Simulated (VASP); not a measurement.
A run of VASP 6.6.1 is set up as follows.

INCAR

```
PREC     = Accurate       # precision mode
ENCUT    = 520            # plane-wave cutoff, eV
EDIFF    = 1E-6           # SCF threshold, eV
ISMEAR   = 0              # smearing method
SIGMA    = 0.15           # smearing width, eV
LREAL    = F              # projectors in reciprocal space
LASPH    = T              # aspherical terms in the spheres
NELM     = 150            # most SCF steps
ALGO     = Normal         # electronic algorithm
ISIF     = 2              # what is computed and relaxed
LWAVE    = F              # write WAVECAR
LCHARG   = F              # write CHGCAR
ISPIN    = 2              # spin polarisation
MAGMOM   = 0 1 1 1        # initial moments
LORBIT   = 11             # projections on sites
NUPDOWN  = 3.0            # fixed moment
LMAXMIX  = 4              # l up to which the mixer works
GGA      = PE             # functional
NBANDS   = 28             # bands
```

The input KPOINTS:

```
regular mesh
0
Gamma
  14 14 14
```

File POSCAR:

```
AlNi3
1.0
    0.0000000000      2.6543774807      2.6543774807
    2.6543774807      0.0000000000      2.6543774807
    2.6543774807      2.6543774807      0.0000000000
Al Ni
1 3
Direct
    0.5000000000      0.5000000000      0.5000000000
    0.2500000000      0.2500000000      0.2500000000
    0.0000000000      0.0000000000      0.0000000000
    0.7500000000      0.7500000000      0.7500000000
```

Potentials or basis: VASP PAW PBE potentials, release 64 (Al, Ni).

Launch:

```sh
$ cat potpaw_PBE.64/Al/POTCAR potpaw_PBE.64/Ni/POTCAR > POTCAR
$ mpirun -np 1 vasp_std > vasp.out
```

(1) What does it give for the pressure?

Answers

(1) 65.8 GPa.

Caveat: the cell stands under pressure; the total moment is fixed, so each spin has its own Fermi level.
